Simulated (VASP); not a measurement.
# Zn3W (Pm-3m) in VASP: notebook

Runs on Zn3W. Level: r2SCAN. Tasks: single point.

All numbers are computed with VASP 6.6.1; they aren't measurements. Logs are shortened: lines on timing, memory, paths and dates and some standing lists are left out, and cuts for length are marked.

**1. The cell of the first run**

Symmetry: Pm-3m, No. 221, cubic system. The conventional cell has a = 3.847 Å, b = 3.847 Å, c = 3.847 Å, α = 90.00°, β = 90.00°, γ = 90.00°. Within 3.6 Å of Zn (site symmetry 4/mmm) lie 8 Zn at 2.72 Å and 4 W at 2.72 Å. W (site symmetry m-3m) has 12 Zn at 2.72 Å within 3.6 Å.

**2. Single point, r2SCAN**

Contents of POSCAR:

```
Zn3W
1.0
    3.8466036893      0.0000000000      0.0000000000
    0.0000000000      3.8466036893      0.0000000000
    0.0000000000      0.0000000000      3.8466036893
Zn W
3 1
Direct
    0.0000000000      0.5000000000      0.5000000000
    0.5000000000      0.0000000000      0.5000000000
    0.5000000000      0.5000000000      0.0000000000
    0.0000000000      0.0000000000      0.0000000000
```

Contents of INCAR.step1:

```
SYSTEM = Zn3W
PREC = Accurate ; ENCUT = 520
ISMEAR = 0 ; SIGMA = 0.1
LREAL = .False. ; LASPH = .True.
NELM = 80 ; NBANDS = 33
GGA = PE ; ALGO = Normal
EDIFF = 1E-4 ; LWAVE = .True.
LCHARG = .False.
```

Contents of INCAR.step2:

```
SYSTEM = Zn3W
PREC = Accurate ; ENCUT = 520
EDIFF = 1E-6 ; ISMEAR = 0
SIGMA = 0.1 ; LREAL = .False.
LASPH = .True. ; NELM = 80
ALGO = Normal ; ISIF = 2
LWAVE = .False. ; LCHARG = .True.
METAGGA = R2SCAN ; LMIXTAU = .True.
LELF = .True. ; LVHAR = .True.
NBANDS = 33 ; ISTART = 1
```

Contents of KPOINTS:

```
regular mesh
0
Gamma
  6 6 6
  0 0 0
```

Potentials or basis: VASP PAW PBE potentials, release 64 (Zn, W_sv).

The run is started by

```sh
> cat potpaw_PBE.64/Zn/POTCAR potpaw_PBE.64/W_sv/POTCAR > POTCAR
> cp INCAR.step1 INCAR
> mpirun -np 1 vasp_std > vasp.out
> cp INCAR.step2 INCAR
> mpirun -np 1 vasp_std > vasp.out
```

OUTCAR:

```text
SYSTEM = Zn3W
   PREC = Accurate
   ENCUT = 520
   EDIFF = 1E-6
   ISMEAR = 0
   LREAL = .False.
   LASPH = .True.
   NELM = 80
   ISIF = 2
   METAGGA = R2SCAN
   ISTART = 1

 ion  position               nearest neighbor table
   1  0.000  0.500  0.500-   2 2.72   3 2.72   4 2.72   3 2.72   4 2.72   2 2.72   4 2.72   4 2.72
                             2 2.72   3 2.72   3 2.72   2 2.72
   2  0.500  0.000  0.500-   1 2.72   3 2.72   4 2.72   3 2.72   4 2.72   1 2.72   3 2.72   3 2.72
                             1 2.72   4 2.72   4 2.72   1 2.72
   3  0.500  0.500  0.000-   1 2.72   2 2.72   4 2.72   1 2.72   2 2.72   2 2.72   4 2.72   2 2.72
                             1 2.72   4 2.72   1 2.72   4 2.72
   4  0.000  0.000  0.000-   1 2.72   2 2.72   3 2.72   1 2.72   2 2.72   1 2.72   3 2.72   1 2.72
                             2 2.72   3 2.72   2 2.72   3 2.72

  LATTYP: Found a simple cubic cell.
 ALAT       =     3.8466036893

  Lattice vectors:

 A1 = (   3.8466036893,   0.0000000000,   0.0000000000)
 A2 = (   0.0000000000,   3.8466036893,   0.0000000000)
 A3 = (   0.0000000000,   0.0000000000,   3.8466036893)

Analysis of symmetry for initial positions (statically):
=====================================================================
 Subroutine PRICEL returns:
 Original cell was already a primitive cell.

 Routine SETGRP: Setting up the symmetry group for a
 simple cubic supercell.

 Subroutine GETGRP returns: Found 48 space group operations
 (whereof 48 operations were pure point group operations)
 out of a pool of 48 trial point group operations.

The static configuration has the point symmetry O_h .

Analysis of symmetry for dynamics (positions and initial velocities):
=====================================================================
 Subroutine PRICEL returns:
 Original cell was already a primitive cell.

 Routine SETGRP: Setting up the symmetry group for a
 simple cubic supercell.

 Subroutine GETGRP returns: Found 48 space group operations
 (whereof 48 operations were pure point group operations)
 out of a pool of 48 trial point group operations.

The dynamic configuration has the point symmetry O_h .

 Subroutine INISYM returns: Found 48 space group operations
 (whereof 48 operations are pure point group operations),
 and found     1 'primitive' translations

----------------------------------------------------------------------------------------

                                     Primitive cell

  volume of cell :      56.9157

  direct lattice vectors                    reciprocal lattice vectors
     3.846603689  0.000000000  0.000000000     0.259969594  0.000000000  0.000000000
     0.000000000  3.846603689  0.000000000     0.000000000  0.259969594  0.000000000
     0.000000000  0.000000000  3.846603689     0.000000000  0.000000000  0.259969594

  length of vectors
     3.846603689  3.846603689  3.846603689     0.259969594  0.259969594  0.259969594

  position of ions in fractional coordinates (direct lattice)
     0.000000000  0.500000000  0.500000000
     0.500000000  0.000000000  0.500000000
     0.500000000  0.500000000  0.000000000
     0.000000000  0.000000000  0.000000000

  ion indices of the primitive-cell ions
   primitive index   ion index
                 1           1
                 2           2
                 3           3
                 4           4

----------------------------------------------------------------------------------------

 KPOINTS: regular mesh

Automatic generation of k-mesh.
 Grid dimensions read from file:
 generate k-points for:    6    6    6

 Generating k-lattice:

  Cartesian coordinates                     Fractional coordinates (reciprocal lattice)
     0.043328266  0.000000000  0.000000000     0.166666667  0.000000000  0.000000000
     0.000000000  0.043328266  0.000000000     0.000000000  0.166666667  0.000000000
     0.000000000  0.000000000  0.043328266     0.000000000  0.000000000  0.166666667

  Length of vectors
     0.043328266  0.043328266  0.043328266

  Shift w.r.t. Gamma in fractional coordinates (k-lattice)
     0.000000000  0.000000000  0.000000000

 Subroutine IBZKPT returns following result:
 ===========================================

 Found     20 irreducible k-points:

 Following reciprocal coordinates:
            Coordinates               Weight
  0.000000  0.000000  0.000000      1.000000
  0.166667  0.000000  0.000000      6.000000
  0.333333  0.000000  0.000000      6.000000
  0.500000  0.000000  0.000000      3.000000
  0.166667  0.166667  0.000000     12.000000
  0.333333  0.166667  0.000000     24.000000
[... 12 lines left out ...]
  0.500000  0.500000  0.333333      6.000000
  0.500000  0.500000  0.500000      1.000000
   k-points           NKPTS =     20   k-points in BZ     NKDIM =     20   number of bands    NBANDS=     33
   number of dos      NEDOS =    301   number of ions     NIONS =      4
   total plane-waves  NPLWV =  27000
   dimension x,y,z NGX =    30 NGY =   30 NGZ =   30
   dimension x,y,z NGXF=    60 NGYF=   60 NGZF=   60
   ions per type =               3   1
   NGX,Y,Z   is equivalent  to a cutoff of  12.97, 12.97, 12.97 a.u.
   NGXF,Y,Z  is equivalent  to a cutoff of  25.93, 25.93, 25.93 a.u.
 SYSTEM =  Zn3W
   PREC   = accura    normal or accurate (medium, high low for compatibility)
   ISTART =      1    job   : 0-new  1-cont  2-samecut
   ICHARG =      0    charge: 1-file 2-atom 10-const
   ISPIN  =      1    spin polarized calculation?
   LNONCOLLINEAR =      F non collinear calculations
   LSORBIT =      F    spin-orbit coupling
   LASPH  =      T    aspherical Exc in radial PAW
   ENCUT  =  520.0 eV  38.22 Ry    6.18 a.u.   7.15  7.15  7.15*2*pi/ulx,y,z
   NELM   =     80;   NELMIN=  2; NELMDL=  0     # of ELM steps
   EDIFF  = 0.1E-05   stopping-criterion for ELM
   LREAL  =      F    real-space projection
   EDIFFG = 0.1E-04   stopping-criterion for IOM
   NSW    =      0    number of steps for IOM
   IBRION =     -1    ionic relax: 0-MD 1-quasi-New 2-CG
   NFREE  =      0    steps in history (QN), initial steepest desc. (CG)
   ISIF   =      2    stress and relaxation
   ISYM   =      2    0-nonsym 1-usesym 2-fastsym
   POTIM  = 0.5000    time-step for ionic-motion
   TEBEG  =    0.0;   TEEND  =   0.0 temperature during run
   PSTRESS=    0.0 pullay stress
   NELECT =      50.0000    total number of electrons
   NUPDOWN=      -1.0000    fix difference up-down
   EMIN   =  10.00;   EMAX   =-10.00  energy-range for DOS
   EFERMI =   0.00;   METHOD = LEGACY
   ISMEAR =     0;   SIGMA  =   0.10  broadening in eV -4-tet -1-fermi 0-gaus
   EFERMI_NEDOS =   21; number of points for ismear=-14 and -15
   IALGO  =     38    algorithm
   IMIX   =      4    mixing-type and parameters
     AMIX     =   0.40;   BMIX     =  1.00
     AMIX_MAG =   1.60;   BMIX_MAG =  1.00
  volume/ion in A,a.u.               =      14.23        96.02
  Fermi-wavevector in a.u.,A,eV,Ry     =   1.567909  2.962917 33.447707  2.458337
  Thomas-Fermi vector in A             =   2.670018
   LORBIT       =      0    0 simple, 1 ext, 2 COOP (PROOUT), +10 PAW based schemes
   METAGGA = R2SCAN    functional components
   LHFCALC =     F    Hartree Fock is set to
   AEXX    =    0.0000 exact exchange contribution
   IVDW    =     0    specifies the selected vdW correction
   LEPSILON=     F    determine dielectric tensor
   LRPA    =     F    only Hartree local field effects (RPA)
 non-spin polarized calculation
 Gauss-broadening in eV      SIGMA  =   0.10
  energy-cutoff  :      520.00
  volume of cell :       56.92
 maximum number of plane-waves:      1568
 NGX is ok and might be reduce to    30
   NGX = 15   NGY = 15   NGZ = 15

 number of electron      49.9999939 magnetization

 Free energy of the ion-electron system (eV)
  ---------------------------------------------------
  ext. energy  EPLUGINS =         0.00000000
  ---------------------------------------------------
  free energy    TOTEN  =       -77.60349400 eV

  energy without entropy =      -77.59875167  energy(sigma->0) =      -77.60112283

 E-fermi :   5.5029     XC(G=0): -13.7533

 val. band max:        5.3929713720   @ k =   0.5000   0.1667   0.0000
 cond. band min:       5.5424341749   @ k =   0.1667   0.1667   0.0000
 fundamental gap:      0.1494628030
 Fermi energy:         5.5028966630

 k-point     1 :       0.0000    0.0000    0.0000
  band No.  band energies     occupation
      1     -70.4777      2.00000
      2     -34.0373      2.00000
      3     -34.0373      2.00000
      4     -34.0373      2.00000
      5      -5.5130      2.00000
      6      -3.0619      2.00000
[... 25 lines left out ...]
     32      14.0355      0.00000
     33      14.0355      0.00000

 k-point     2 :       0.1667    0.0000    0.0000
  band No.  band energies     occupation
      1     -70.4776      2.00000
      2     -34.0454      2.00000
      3     -34.0370      2.00000
      4     -34.0370      2.00000
      5      -5.1713      2.00000
      6      -2.9931      2.00000
[... 25 lines left out ...]
     32      14.1996      0.00000
     33      14.1996      0.00000

 k-point     3 :       0.3333    0.0000    0.0000
  band No.  band energies     occupation
      1     -70.4773      2.00000
      2     -34.0617      2.00000
      3     -34.0364      2.00000
      4     -34.0364      2.00000
      5      -4.2090      2.00000
      6      -2.8571      2.00000
[... 25 lines left out ...]
     32      13.0500      0.00000
     33      13.9654      0.00000

 k-point     4 :       0.5000    0.0000    0.0000
  band No.  band energies     occupation
      1     -70.4772      2.00000
      2     -34.0699      2.00000
      3     -34.0361      2.00000
      4     -34.0361      2.00000
      5      -3.1083      2.00000
      6      -3.0099      2.00000
[... 529 lines left out ...]
     32      12.0968      0.00000
     33      17.8291      0.00000

 k-point    19 :       0.5000    0.5000    0.3333
  band No.  band energies     occupation
      1     -70.4763      2.00000
      2     -34.0624      2.00000
      3     -34.0624      2.00000
      4     -34.0547      2.00000
      5      -2.9893      2.00000
      6      -2.9893      2.00000
[... 25 lines left out ...]
     32      11.0244      0.00000
     33      19.6414      0.00000

 k-point    20 :       0.5000    0.5000    0.5000
  band No.  band energies     occupation
      1     -70.4761      2.00000
      2     -34.0614      2.00000
      3     -34.0614      2.00000
      4     -34.0614      2.00000
      5      -3.0865      2.00000
      6      -3.0865      2.00000
[... 25 lines left out ...]
     32      10.7395      0.00000
     33      21.3769      0.00000

------------------------ aborting loop because EDIFF is reached ----------------------------------------

  FORCE on cell =-STRESS in cart. coord.  units (eV):
  Direction    XX          YY          ZZ          XY          YZ          ZX
  --------------------------------------------------------------------------------------
  -------------------------------------------------------------------------------------
  Total       -0.8886340     -0.8886340     -0.8886340     -0.0000000     -0.0000000     -0.0000000
  in kB      -25.0150394    -25.0150394    -25.0150394     -0.0000000     -0.0000000     -0.0000000
  external PRESSURE =     -25.0150394 kB  Pullay stress =       0.0000000 kB

 VOLUME and BASIS-vectors are now :
 -----------------------------------------------------------------------------
  energy-cutoff  :      520.00
  volume of cell :       56.92
      direct lattice vectors                 reciprocal lattice vectors
     3.846603689  0.000000000  0.000000000     0.259969594  0.000000000  0.000000000
     0.000000000  3.846603689  0.000000000     0.000000000  0.259969594  0.000000000
     0.000000000  0.000000000  3.846603689     0.000000000  0.000000000  0.259969594

 POSITION                                       TOTAL-FORCE (eV/Angst)
 -----------------------------------------------------------------------------------
      0.00000      1.92330      1.92330         0.000000      0.000000      0.000000
      1.92330      0.00000      1.92330         0.000000      0.000000      0.000000
      1.92330      1.92330      0.00000         0.000000      0.000000      0.000000
      0.00000      0.00000      0.00000         0.000000      0.000000      0.000000
 -----------------------------------------------------------------------------------
    total drift:                                0.000000      0.000000     -0.000000

  FREE ENERGIE OF THE ION-ELECTRON SYSTEM (eV)
  ---------------------------------------------------
  free  energy   TOTEN  =       -77.6034939973 eV

  energy  without entropy=      -77.5987516710  energy(sigma->0) =      -77.60112283
```

Run time: 75 s. Hardware: 1 thread of Intel Xeon Platinum 8488C (Sapphire Rapids), shared host; peak memory 0.18 GiB.

Results:

```
Free energy            : -77.6035 eV
Pressure               : -2.5 GPa
Band gap on the k mesh : zero (band 25 reaches 6.09 eV, above the bottom of band 26 at 3.37 eV)
```

Caveat: the PAW data sets were made with another functional, which shifts forces and pressure a little; spin-orbit coupling is left out, which moves the levels of the heavy elements.

**3. Single point, r2SCAN**

This run uses another cell than the first one, of 13.95 Å³/atom, 0.981 times its volume.

Contents of POSCAR:

```
Zn3W
1.0
    3.8215927488      0.0000000000      0.0000000000
    0.0000000000      3.8215927488      0.0000000000
    0.0000000000      0.0000000000      3.8215927488
Zn W
3 1
Direct
    0.0000000000      0.5000000000      0.5000000000
    0.5000000000      0.0000000000      0.5000000000
    0.5000000000      0.5000000000      0.0000000000
    0.0000000000      0.0000000000      0.0000000000
```

INCAR.step1, as its differences from that of step 2:

```diff
@@ -4,3 +4,3 @@
 LREAL = .False. ; LASPH = .True.
-NELM = 80 ; NBANDS = 33
+NELM = 60 ; NBANDS = 33
 GGA = PE ; ALGO = Normal
```

INCAR.step2, as its differences from that of step 2:

```diff
@@ -4,3 +4,3 @@
 SIGMA = 0.1 ; LREAL = .False.
-LASPH = .True. ; NELM = 80
+LASPH = .True. ; NELM = 60
 ALGO = Normal ; ISIF = 2
```

Contents of KPOINTS:

```
Automatic mesh
0
Gamma
  12 12 12
  0 0 0
```

Potentials or basis: VASP PAW PBE potentials, release 64 (Zn, W_sv).

The run is started by

```sh
> cat potpaw_PBE.64/Zn/POTCAR potpaw_PBE.64/W_sv/POTCAR > POTCAR
> cp INCAR.step1 INCAR
> mpirun -np 1 vasp_std > vasp.out
> cp INCAR.step2 INCAR
> mpirun -np 1 vasp_std > vasp.out
```

It took 3.6 min on 1 thread of Intel Xeon Platinum 8488C (Sapphire Rapids), shared host; peak memory 0.25 GiB.

Results (log left out):

* Free energy: -77.6048 eV
* Pressure: 0.9 GPa
* Band gap on the k mesh: zero (band 25 reaches 6.31 eV, above the bottom of band 26 at 3.52 eV)

Levels at points of the mesh, in eV from the Fermi level:
```
           k point  band 22  band 23  band 24  band 25  band 26  band 27  band 28  band 29
(0.00, 0.00, 0.00)    -2.28    -0.47    -0.47    -0.47     0.51     0.51     0.51     4.89
(0.50, 0.00, 0.00)    -2.28    -2.28    -2.19     0.47     0.73     3.60     3.98     3.98
(0.50, 0.50, 0.00)    -4.37    -4.37    -1.56    -1.56     0.98     1.34     2.08     5.32
(0.50, 0.50, 0.50)    -3.83    -3.39    -2.31    -2.31    -2.31     1.40     1.40     2.32
```

Caveat: the PAW data sets were made with another functional, which shifts forces and pressure a little; spin-orbit coupling is left out, which moves the levels of the heavy elements.
